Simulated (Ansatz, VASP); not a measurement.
## One calculation of Nb, two programs

```
Nb
1.0
     0.00000    2.82707    2.82707
     2.82707    0.00000    2.82707
     2.82707    2.82707    0.00000
Nb
2
Direct
  0.12500 0.12500 0.12500
  0.87500 0.87500 0.87500
```

Alike in both runs: task single point; functional PBEsol; k mesh 11 × 11 × 11; occupations fermi-dirac, width 0.1 eV; no spin polarisation.

|  | VASP | Ansatz |
| --- | --- | --- |
| version | VASP 6.6.1 | Ansatz 0.2.0 |
| potentials or method | VASP PAW PBE potentials, release 64 (Nb_sv), cutoff 520 eV | plane waves (420 eV) with PAW, scalar-relativistic |
| valence electrons in the cell | 26 | 26 |

Ansatz gave:

* pressure (GPa): 7.4

**Question.** What did VASP give for the same quantities?

**Answer.** Pressure (GPa): 7.5.

VASP's potentials were made for PBE, not for PBEsol, and Ansatz warns of the same on its side.
